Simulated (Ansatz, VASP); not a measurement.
## One calculation of Hf3Si2N, two programs

Contents of INCAR:

```
SYSTEM = Hf3Si2N
PREC     = Accurate       ! precision mode
ENCUT    = 520            ! plane-wave cutoff, eV
EDIFF    = 1E-6           ! SCF threshold, eV
ISMEAR   = 0              ! smearing method
SIGMA    = 0.1            ! smearing width, eV
LREAL    = .FALSE.        ! projectors in reciprocal space
LASPH    = .TRUE.         ! aspherical terms in the spheres
NELM     = 80             ! most SCF steps
ALGO     = Normal         ! electronic algorithm
ISIF     = 2              ! what is computed and relaxed
LWAVE    = .FALSE.        ! write WAVECAR
LCHARG   = .TRUE.         ! write CHGCAR
GGA      = PE             ! functional
LELF     = .TRUE.         ! ELF
LVHAR    = .TRUE.       
NBANDS   = 30             ! bands
```

The input KPOINTS:

```
Automatic mesh
0
G
  6 6 2
  0 0 0
```

The input POSCAR:

```
Hf3Si2N
1.0
    3.2954118800      0.0000000000      0.0000000000
    0.0000000000      3.2954118800      0.0000000000
    0.0000000000      0.0000000000      9.5116040100
Hf Si N
3 2 1
Direct
    0.0000000000      0.0000000000      0.6746923900
    0.0000000000      0.0000000000      0.3274696500
    0.5000000000      0.5000000000      0.8249817500
    0.0000000000      0.0000000000      0.9999432600
    0.5000000000      0.5000000000      0.5015775000
    0.5000000000      0.5000000000      0.1713354600
```

Input for Ansatz:

```yaml
crystal:
  lattice:
    - [3.29541188, 0.0, 0.0]
    - [0.0, 3.29541188, 0.0]
    - [0.0, 0.0, 9.51160401]
  atoms:
    - { symbol: Hf, position: [0.0, 0.0, 0.67469239] }
    - { symbol: Hf, position: [0.0, 0.0, 0.32746965] }
    - { symbol: Hf, position: [0.5, 0.5, 0.82498175] }
    - { symbol: Si, position: [0.0, 0.0, 0.99994326] }
    - { symbol: Si, position: [0.5, 0.5, 0.5015775] }
    - { symbol: "N", position: [0.5, 0.5, 0.17133546] }
basis:
  ecutwfc: 420
kpoints:
  mp_grid: { grid: [6, 6, 2] }
hamiltonian:
  xc: pbe
scf:
  occupations: { method: gaussian, width: 0.1 }
  lower_state_search: "off"
output:
  forces: true
  stress: true
  eigenvalues: true
```

Change from the starting cell: species swapped into the MnAl2Cr3 type (P4mm, No. 99).

Alike in both runs: task single point; functional PBE; k mesh 6 × 6 × 2; occupations gaussian, width 0.1 eV; no spin polarisation.

```csv
,VASP,Ansatz
version,VASP 6.6.1,Ansatz 0.2.0
potentials or method,"VASP PAW PBE potentials, release 64 (Hf_pv, Si, N), cutoff 520 eV","scalar-relativistic, plane waves, PAW"
valence electrons in the cell,43,91
```

|  | VASP | Ansatz | Ansatz less VASP |
| --- | --- | --- | --- |
| gap on the k mesh at the Fermi level (eV) | none | none | - |
| pressure (GPa) | -2.2 | -1.8 | +0.36 |
| traceless stress, the component that is largest in VASP (GPa) | -8.80 | -8.86 | -0.062 |
| rms of the force components (eV/Å) | 1.448 | 1.459 | +0.0110 |

Atom by atom the forces differ by 0.018 eV/Å (rms over components). A gap of «none» marks a metal or a gap that the smearing closes. The functional is the same, so the differences come from potentials, cutoffs and numerics. VASP's potentials hold 43 valence electrons a cell and Ansatz's 91, so a difference there can come from the potentials and not from the codes.

Spin-orbit coupling is off throughout.
